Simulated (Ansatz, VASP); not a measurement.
# Two plane-wave programs on Mg7ZnCd2Te10

```
Mg Zn Cd Te
1.0
     0.00353    0.00063    7.50573
    -0.05402    7.93236    0.00067
   -11.48864   -3.88820   -0.00579
Mg Zn Cd Te
7 1 2 10
Direct
  0.99958 0.73821 0.80160
  0.00104 0.53189 0.39989
  0.99962 0.13271 0.60503
  0.00093 0.33086 0.99787
  0.00152 0.93367 0.20008
  0.50246 0.26312 0.19356
  0.50229 0.66602 0.99727
  0.50123 0.06879 0.80141
  0.50230 0.46928 0.60381
  0.50268 0.86777 0.40414
  0.37681 0.75040 0.80205
  0.37601 0.52354 0.39530
  0.37677 0.13054 0.61111
  0.37827 0.32631 0.99027
  0.37704 0.93065 0.19711
  0.88419 0.46813 0.60273
  0.87781 0.26796 0.19980
  0.88433 0.86943 0.40281
  0.86037 0.06814 0.80264
  0.87795 0.66726 0.00120
```

Alike in both runs: task single point; functional PBE; k mesh 3 × 3 × 2; occupations gaussian, width 0.02 eV; no spin polarisation.

```csv
,VASP,Ansatz
version,VASP 6.6.1,Ansatz 0.2.0
potentials or method,"VASP PAW PBE potentials, release 64 (Mg, Zn, Cd, Te), cutoff 520 eV","scalar-relativistic, plane waves, PAW"
valence electrons in the cell,110,282
```

Ansatz gave:

* gap on the k mesh at the Fermi level (eV): 1.68
* least direct gap on the mesh (eV): 1.68
* pressure (GPa): 0.0
* traceless stress, the component that is largest in VASP (GPa): 0.21
* rms of the force components (eV/Å): 0.013

Problem. Estimate VASP's values.

Solution. gap on the k mesh at the Fermi level (eV): 1.68; least direct gap on the mesh (eV): 1.68; pressure (GPa): 0.0; traceless stress, the component that is largest in VASP (GPa): 0.21; rms of the force components (eV/Å): 0.014.

Atom by atom the forces differ by 0.006 eV/Å (rms over components). VASP's potentials hold 110 valence electrons a cell and Ansatz's 282, so a difference there can come from the potentials and not from the codes.

Neither program's run includes spin-orbit coupling.
